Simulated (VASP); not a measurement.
# Be4CN (Cmmm) in VASP: a series of runs

Runs on Be4CN. Level: PBE. Tasks: single point, relaxation of cell and atoms.

Program: VASP 6.6.1. These are calculated values, not measurements. Logs are shortened: lines on timing, memory, paths and dates and some standing lists are left out, and cuts for length are marked.

**1. The cell of the first run**

Symmetry: Cmmm, No. 65, orthorhombic system. The conventional cell has a = 4.085 Å, b = 5.226 Å, c = 4.150 Å, α = 90.00°, β = 90.00°, γ = 90.00°. Within 2.2 Å of Be (site symmetry m2m) lie 1 C at 1.67 Å and 5 Be at 1.88 to 2.19 Å. Within 2.2 Å of Be (site symmetry m2m) lie 1 N at 1.63 Å and 5 Be at 1.97 to 2.19 Å. C (site symmetry mmm) has 2 Be at 1.67 Å within 2.2 Å. Within 2.2 Å of N (site symmetry mmm) lie 2 Be at 1.63 Å.

**2. Single point, PBE**

INCAR

```
SYSTEM = Be4CN
PREC = Accurate ; ENCUT = 520
EDIFF = 1E-6 ; ISMEAR = 0
SIGMA = 0.1 ; LREAL = .FALSE.
LASPH = .TRUE. ; NELM = 100
ALGO = Normal ; ISIF = 2
LWAVE = .FALSE. ; LCHARG = .TRUE.
GGA = PE ; LELF = .TRUE.
LVHAR = .TRUE. ; NBANDS = 18
```

KPOINTS

```
regular mesh
0
G
  12 12 10
  0 0 0
```

POSCAR

```
Be4CN
1.0
    2.0424756778     -2.6131626368      0.0000000000
    2.0424756778      2.6131626368      0.0000000000
    0.0000000000      0.0000000000      4.1500527774
Be C N
4 1 1
Direct
    0.6802788460      0.3197211540      0.0000000000
    0.1882778030      0.8117221970      0.5000000000
    0.8117221970      0.1882778030      0.5000000000
    0.3197211540      0.6802788460      0.0000000000
    0.0000000000      0.0000000000      0.0000000000
    0.5000000000      0.5000000000      0.5000000000
```

Potentials or basis: VASP PAW PBE potentials, release 64 (Be, C, N).

Command:

```bash
> cat potpaw_PBE.64/Be/POTCAR potpaw_PBE.64/C/POTCAR potpaw_PBE.64/N/POTCAR > POTCAR
> mpirun -np 1 vasp_std > vasp.out
```

OUTCAR:

```text
SYSTEM = Be4CN
   PREC = Accurate
   ENCUT = 520
   EDIFF = 1E-6
   ISMEAR = 0
   LREAL = .FALSE.
   LASPH = .TRUE.
   NELM = 100
   ISIF = 2
   GGA = PE

 ion  position               nearest neighbor table
   1  0.680  0.320  0.000-   5 1.67   4 1.88   4 2.17   4 2.17   3 2.19   3 2.19
   2  0.188  0.812  0.500-   6 1.63   3 1.97   3 2.14   3 2.14   4 2.19   4 2.19
   3  0.812  0.188  0.500-   6 1.63   2 1.97   2 2.14   2 2.14   1 2.19   1 2.19
   4  0.320  0.680  0.000-   5 1.67   1 1.88   1 2.17   1 2.17   2 2.19   2 2.19
   5  0.000  0.000  0.000-   1 1.67   4 1.67
   6  0.500  0.500  0.500-   2 1.63   3 1.63

  LATTYP: Found a base centered orthorhombic cell.
 ALAT       =     4.0849513556
 B/A-ratio  =     1.2794094271
 C/A-ratio  =     1.0159368903

  Lattice vectors:

 A1 = (   2.0424756778,  -2.6131626368,   0.0000000000)
 A2 = (   2.0424756778,   2.6131626368,   0.0000000000)
 A3 = (   0.0000000000,   0.0000000000,   4.1500527774)

Analysis of symmetry for initial positions (statically):
=====================================================================
 Subroutine PRICEL returns:
 Original cell was already a primitive cell.

 Routine SETGRP: Setting up the symmetry group for a
 base centered orthorhombic supercell.

 Subroutine GETGRP returns: Found  8 space group operations
 (whereof  8 operations were pure point group operations)
 out of a pool of  8 trial point group operations.

The static configuration has the point symmetry D_2h.

Analysis of symmetry for dynamics (positions and initial velocities):
=====================================================================
 Subroutine PRICEL returns:
 Original cell was already a primitive cell.

 Routine SETGRP: Setting up the symmetry group for a
 base centered orthorhombic supercell.

 Subroutine GETGRP returns: Found  8 space group operations
 (whereof  8 operations were pure point group operations)
 out of a pool of  8 trial point group operations.

The dynamic configuration has the point symmetry D_2h.

 Subroutine INISYM returns: Found  8 space group operations
 (whereof  8 operations are pure point group operations),
 and found     1 'primitive' translations

----------------------------------------------------------------------------------------

                                     Primitive cell

  volume of cell :      44.3003

[... 99 lines left out ...]
   NSW    =      0    number of steps for IOM
   IBRION =     -1    ionic relax: 0-MD 1-quasi-New 2-CG
   NFREE  =      0    steps in history (QN), initial steepest desc. (CG)
   ISIF   =      2    stress and relaxation
   ISYM   =      2    0-nonsym 1-usesym 2-fastsym
   POTIM  = 0.5000    time-step for ionic-motion
   TEBEG  =    0.0;   TEEND  =   0.0 temperature during run
   PSTRESS=    0.0 pullay stress
   NELECT =      17.0000    total number of electrons
   NUPDOWN=      -1.0000    fix difference up-down
   EMIN   =  10.00;   EMAX   =-10.00  energy-range for DOS
   EFERMI =   0.00;   METHOD = LEGACY
   ISMEAR =     0;   SIGMA  =   0.10  broadening in eV -4-tet -1-fermi 0-gaus
   EFERMI_NEDOS =   21; number of points for ismear=-14 and -15
   IALGO  =     38    algorithm
   IMIX   =      4    mixing-type and parameters
     AMIX     =   0.40;   BMIX     =  1.00
     AMIX_MAG =   1.60;   BMIX_MAG =  1.00
  volume/ion in A,a.u.               =       7.38        49.83
  Fermi-wavevector in a.u.,A,eV,Ry     =   1.189658  2.248128 19.256139  1.415286
  Thomas-Fermi vector in A             =   2.325760
   LORBIT       =      0    0 simple, 1 ext, 2 COOP (PROOUT), +10 PAW based schemes
   GGA     = PE    functional components
   LHFCALC =     F    Hartree Fock is set to
   AEXX    =    0.0000 exact exchange contribution
   IVDW    =     0    specifies the selected vdW correction
   LEPSILON=     F    determine dielectric tensor
   LRPA    =     F    only Hartree local field effects (RPA)
 non-spin polarized calculation
 Gauss-broadening in eV      SIGMA  =   0.10
  energy-cutoff  :      520.00
  volume of cell :       44.30
 maximum number of plane-waves:      1211
 NGX is ok and might be reduce to    28
   NGX = 13   NGY = 13   NGZ = 15

 number of electron      17.0000001 magnetization

 Free energy of the ion-electron system (eV)
  ---------------------------------------------------
  ext. energy  EPLUGINS =         0.00000000
  ---------------------------------------------------
  free energy    TOTEN  =       -29.04607954 eV

  energy without entropy =      -29.04150857  energy(sigma->0) =      -29.04379405

 E-fermi :   8.0063     XC(G=0): -11.2294

 val. band max:        8.0041472765   @ k =   0.0000   0.0000   0.0000
 cond. band min:       8.0141147386   @ k =   0.2500   0.2500   0.1000
 fundamental gap:      0.0099674622
 Fermi energy:         8.0062564828

 k-point     1 :       0.0000    0.0000    0.0000
  band No.  band energies     occupation
      1      -9.4556      2.00000
      2      -4.4195      2.00000
      3      -0.5780      2.00000
      4       1.9869      2.00000
      5       3.2733      2.00000
      6       4.2702      2.00000
[... 481 lines left out ...]
      5       1.4544      2.00000
      6       2.8562      2.00000
[... 10 lines left out ...]
     17      17.6765      0.00000
     18      19.6239      0.00000

 [... further k-points ...]

------------------------ aborting loop because EDIFF is reached ----------------------------------------

  FORCE on cell =-STRESS in cart. coord.  units (eV):
  Direction    XX          YY          ZZ          XY          YZ          ZX
  --------------------------------------------------------------------------------------
  -------------------------------------------------------------------------------------
  Total        0.0174118      0.0725562      0.0024043      0.0000000      0.0000000      0.0000000
  in kB        0.6297184      2.6240866      0.0869554      0.0000000      0.0000000      0.0000000
  external PRESSURE =       1.1135868 kB  Pullay stress =       0.0000000 kB

 VOLUME and BASIS-vectors are now :
 -----------------------------------------------------------------------------
  energy-cutoff  :      520.00
  volume of cell :       44.30
      direct lattice vectors                 reciprocal lattice vectors
     2.042475678 -2.613162637  0.000000000     0.244800957 -0.191339028  0.000000000
     2.042475678  2.613162637  0.000000000     0.244800957  0.191339028  0.000000000
     0.000000000  0.000000000  4.150052777     0.000000000  0.000000000  0.240960791

 POSITION                                       TOTAL-FORCE (eV/Angst)
 -----------------------------------------------------------------------------------
      2.04248     -0.94220      0.00000         0.000000      0.026467     -0.000000
      2.04248      1.62916      2.07503         0.000000      0.029268      0.000000
      2.04248     -1.62916      2.07503         0.000000     -0.029268     -0.000000
      2.04248      0.94220      0.00000         0.000000     -0.026467     -0.000000
      0.00000      0.00000      0.00000         0.000000     -0.000000     -0.000000
      2.04248      0.00000      2.07503        -0.000000      0.000000     -0.000000
 -----------------------------------------------------------------------------------
    total drift:                                0.000000      0.000000      0.000000

  FREE ENERGIE OF THE ION-ELECTRON SYSTEM (eV)
  ---------------------------------------------------
  free  energy   TOTEN  =       -29.0460795363 eV

  energy  without entropy=      -29.0415085728  energy(sigma->0) =      -29.04379405
```

OSZICAR:

```text
N       E                     dE             d eps       ncg     rms          rms(c)
DAV:   1     0.314450952251E+02    0.31445E+02   -0.72929E+03  9288   0.833E+02
DAV:   2    -0.270709308273E+02   -0.58516E+02   -0.52815E+02 12710   0.175E+02
DAV:   3    -0.304065432130E+02   -0.33356E+01   -0.32750E+01 12090   0.370E+01
DAV:   4    -0.304419632677E+02   -0.35420E-01   -0.35356E-01 12234   0.440E+00
DAV:   5    -0.304423326047E+02   -0.36934E-03   -0.36918E-03 12016   0.377E-01    0.668E+00
DAV:   6    -0.291358970281E+02    0.13064E+01   -0.22556E+00 11006   0.102E+01    0.285E+00
DAV:   7    -0.290753549577E+02    0.60542E-01   -0.23313E-01 11976   0.403E+00    0.184E+00
DAV:   8    -0.290485094058E+02    0.26846E-01   -0.23248E-02 11820   0.132E+00    0.640E-01
DAV:   9    -0.290461603564E+02    0.23490E-02   -0.65347E-03 11592   0.646E-01    0.122E-01
DAV:  10    -0.290460755428E+02    0.84814E-04   -0.84170E-04 11726   0.181E-01    0.577E-02
DAV:  11    -0.290460758542E+02   -0.31141E-06   -0.50419E-05 12280   0.620E-02    0.190E-02
DAV:  12    -0.290460795213E+02   -0.36671E-05   -0.16483E-05 11048   0.301E-02    0.589E-03
DAV:  13    -0.290460795363E+02   -0.14954E-07   -0.83598E-07  6278   0.783E-03
   1 F= -.29046080E+02 E0= -.29043794E+02  d E =-.457096E-02
```

stdout:

```text
POSCAR found type information on POSCAR BeC N
 POSCAR found :  3 types and       6 ions
 scaLAPACK will be used
 LDA part: xc-table for (Slater+PW92), standard interpolation
 POSCAR, INCAR and KPOINTS ok, starting setup
 FFT: planning ... GRIDC
 FFT: planning ... GRID_SOFT
 FFT: planning ... GRID
 WAVECAR not read
 entering main loop
```

Wall time 1.7 min (1 thread of AMD EPYC 9R45 (Zen 5), shared host); peak memory 0.27 GiB.

Results:

```
Free energy   : -29.0461 eV
Pressure      : 0.1 GPa
Largest force : 0.029 eV/Å
```

Forces in eV/Å, atoms in the order of the input:
```
Be   0.000  0.026  0.000
Be   0.000  0.029  0.000
Be   0.000 -0.029  0.000
Be   0.000 -0.026  0.000
C    0.000  0.000  0.000
N    0.000  0.000  0.000
```

Stress tensor (GPa, compression positive):
```
0.06 0.00 0.00
0.00 0.26 0.00
0.00 0.00 0.01
```

**3. Relaxation of cell and atoms, PBE**

This run uses another cell than the first one, of 7.45 Å³/atom, 1.009 times its volume.

INCAR

```
SYSTEM = Be4CN
PREC = Accurate
ENCUT = 600
EDIFF = 1E-7
ISMEAR = 0
SIGMA = 0.1
LREAL = .False.
LASPH = .True.
NELM = 100
ALGO = Normal
ISIF = 3
LWAVE = .False.
LCHARG = .False.
GGA = PE
IBRION = 2
NSW = 100
EDIFFG = -0.01
```

KPOINTS

```
regular mesh
0
Gamma
  12 12 10
  0 0 0
```

POSCAR

```
Be4CN
1.0
    1.9736407596     -2.6088144544      0.0000000000
    1.9736407596      2.6088144544      0.0000000000
    0.0000000000      0.0000000000      4.3421391515
Be C N
4 1 1
Direct
    0.6803827982      0.3196172018      0.0000000000
    0.1876729101      0.8123270899      0.5000000000
    0.8123270899      0.1876729101      0.5000000000
    0.3196172018      0.6803827982      0.0000000000
    0.0000000000      0.0000000000      0.0000000000
    0.5000000000      0.5000000000      0.5000000000
```

Potentials or basis: VASP PAW PBE potentials, release 64 (Be, C, N).

Command:

```bash
> cat potpaw_PBE.64/Be/POTCAR potpaw_PBE.64/C/POTCAR potpaw_PBE.64/N/POTCAR > POTCAR
> mpirun -np 1 vasp_std > vasp.out
```

Run time: 12 min. Hardware: 1 thread of AMD EPYC 9R45 (Zen 5), shared host; peak memory 0.29 GiB.

Results (log left out):

```
Free energy                            : -29.0487 eV
Relaxed volume                         : 7.37 Å³/atom
Relaxed cell                           : a = 3.340 Å, b = 3.340 Å, c = 4.066 Å, α = 90.00°, β = 90.00°, γ = 102.97°
Space group after relaxing (to 0.05 Å) : Cmmm (No. 65)
Energy gained by relaxing              : 2.3 meV/atom
Ionic steps                            : 13
Pressure after relaxing                : 0.0 GPa
Largest force after relaxing           : 0.009 eV/Å
```

Forces in eV/Å, atoms in the order of the input:
```
Be   0.000 -0.003  0.000
Be   0.000 -0.009  0.000
Be   0.000  0.009  0.000
Be   0.000  0.003  0.000
C    0.000  0.000  0.000
N    0.000  0.000  0.000
```

Stress tensor (GPa, compression positive):
```
 0.02  0.00  0.00
 0.00 -0.08  0.00
 0.00  0.00  0.13
```

The path:
| step | energy change (eV) | largest force (eV/Å) | pressure (GPa) | volume (Å³) |
| --- | --- | --- | --- | --- |
| 1 | 0.0000 | 0.0407 | -0.10 | 44.71 |
| 2 | -0.0026 | 0.0193 | -0.81 | 44.68 |
| 3 | -0.0026 | 0.0222 | -0.84 | 44.68 |
| 4 | -0.0049 | 0.0515 | -0.15 | 44.41 |
| 5 | -0.0060 | 0.0875 | 0.72 | 44.08 |
| 6 | -0.0080 | 0.0138 | 0.58 | 44.05 |
| 7 | -0.0092 | 0.1593 | 0.35 | 44.00 |
| 8 | -0.0103 | 0.1592 | 0.27 | 44.02 |
| 9 | -0.0124 | 0.1590 | 0.08 | 44.08 |
| 10 | -0.0125 | 0.1302 | -0.10 | 44.16 |
| 11 | -0.0133 | 0.0534 | 0.25 | 44.17 |
| 12 | -0.0136 | 0.0057 | 0.14 | 44.17 |
| 13 | -0.0136 | 0.0094 | 0.02 | 44.21 |

Final structure:
```
CELL_PARAMETERS angstrom
2.08010 -2.61370 0.00000
2.08010 2.61370 0.00000
0.00000 0.00000 4.06564
ATOMIC_POSITIONS crystal
Be 0.68002 0.31998 0.00000
Be 0.18787 0.81214 0.50000
Be 0.81214 0.18787 0.50000
Be 0.31998 0.68002 0.00000
C 0.00000 0.00000 0.00000
N 0.50000 0.50000 0.50000
```

Levels at points of the mesh, in eV from the Fermi level:
| k point | band 5 | band 6 | band 7 | band 8 | band 9 | band 10 | band 11 | band 12 |
| --- | --- | --- | --- | --- | --- | --- | --- | --- |
| (0.00, 0.00, 0.00) | -4.77 | -3.80 | -2.26 | -1.76 | -1.47 | -0.99 | 0.02 | 3.72 |
| (0.50, 0.00, 0.00) | -6.19 | -5.27 | -5.11 | -4.32 | 1.64 | 1.66 | 3.22 | 3.24 |
| (0.50, 0.50, 0.00) | -5.28 | -5.14 | -3.81 | -3.54 | -2.15 | -1.70 | 1.24 | 5.88 |
| (0.00, 0.00, 0.50) | -5.48 | -4.13 | -4.01 | -2.25 | -0.39 | -0.05 | 1.89 | 2.37 |
| (0.50, 0.00, 0.50) | -6.39 | -5.16 | -1.59 | -1.47 | -0.74 | 1.22 | 4.69 | 4.73 |
| (0.50, 0.50, 0.50) | -7.23 | -6.32 | -5.99 | -5.30 | 2.50 | 2.95 | 4.19 | 4.74 |

**4. Single point, PBE**

This run uses another cell than the first one, of 7.45 Å³/atom, 1.009 times its volume.

INCAR

```
SYSTEM = Be4CN
PREC = Accurate ; ENCUT = 520
EDIFF = 1E-6 ; ISMEAR = 0
SIGMA = 0.1 ; LREAL = .False.
LASPH = .True. ; NELM = 100
ALGO = Normal ; ISIF = 2
LWAVE = .False. ; LCHARG = .False.
GGA = PE ; NBANDS = 18
```

KPOINTS

```
Automatic mesh
0
Gamma
  6 6 4
  0 0 0
```

POSCAR is that of step 3.

Command:

```bash
> cat potpaw_PBE.64/Be/POTCAR potpaw_PBE.64/C/POTCAR potpaw_PBE.64/N/POTCAR > POTCAR
> mpirun -np 1 vasp_std > vasp.out
```

It took 14 s on 1 thread of AMD EPYC 9R45 (Zen 5), shared host; peak memory 0.13 GiB.

Results (log left out):

| Property | Result |
| --- | --- |
| Free energy | -29.0663 eV |
| Pressure | 0.0 GPa |
| Largest force | 0.025 eV/Å |

Forces on the atoms (eV/Å):
```
Be   0.000  0.025  0.000
Be   0.000 -0.007  0.000
Be   0.000  0.007  0.000
Be   0.000 -0.025  0.000
C    0.000  0.000  0.000
N    0.000  0.000  0.000
```

Stress tensor (GPa, compression positive):
```
-0.13  0.00  0.00
 0.00  0.30  0.00
 0.00  0.00 -0.13
```

Levels at points of the mesh, in eV from the Fermi level:
| k point | band 5 | band 6 | band 7 | band 8 | band 9 | band 10 | band 11 | band 12 |
| --- | --- | --- | --- | --- | --- | --- | --- | --- |
| (0.00, 0.00, 0.00) | -4.77 | -3.65 | -1.98 | -1.77 | -1.55 | -1.14 | -0.09 | 2.64 |
| (0.50, 0.00, 0.00) | -6.05 | -5.92 | -5.02 | -4.65 | 1.66 | 2.42 | 2.97 | 3.25 |
| (0.50, 0.50, 0.00) | -5.88 | -4.99 | -4.73 | -3.01 | -2.42 | -1.80 | 1.07 | 5.83 |
| (0.00, 0.00, 0.50) | -5.17 | -4.27 | -3.79 | -2.40 | -0.52 | -0.06 | 1.04 | 1.37 |
| (0.50, 0.00, 0.50) | -6.54 | -5.15 | -1.96 | -1.57 | -0.82 | 1.09 | 4.34 | 4.49 |
| (0.50, 0.50, 0.50) | -7.50 | -6.45 | -5.23 | -4.61 | 1.95 | 2.03 | 3.25 | 3.42 |

Caveat: the k points lie up to 0.36 Å⁻¹ apart.

**5. Overview**

```tsv
task	cell	k mesh	cutoff (eV)	gap on the mesh (eV)	pressure (GPa)	largest force (eV/Å)
single point	a = 3.317, b = 3.317, c = 4.150 Å, angles 90.0, 90.0, 104.0°, 6 atoms	12 × 12 × 10	520	none	0.1	0.03
relaxation of cell and atoms	relaxed from a = 3.271, b = 3.271, c = 4.342 Å, angles 90.0, 90.0, 105.8°, 6 atoms	12 × 12 × 10	600	none	0.0	0.01
single point	a = 3.271, b = 3.271, c = 4.342 Å, angles 90.0, 90.0, 105.8°, 6 atoms	6 × 6 × 4	520	none	0.0	0.02
```

Alike in all rows: level PBE; potentials or basis VASP PAW PBE potentials, release 64 (Be, C, N); no spin polarisation; smearing gaussian 0.1 eV.

Caveats: some runs use coarse meshes.

Total energies depend on the potentials used, so only differences within one code and one set of settings carry meaning.
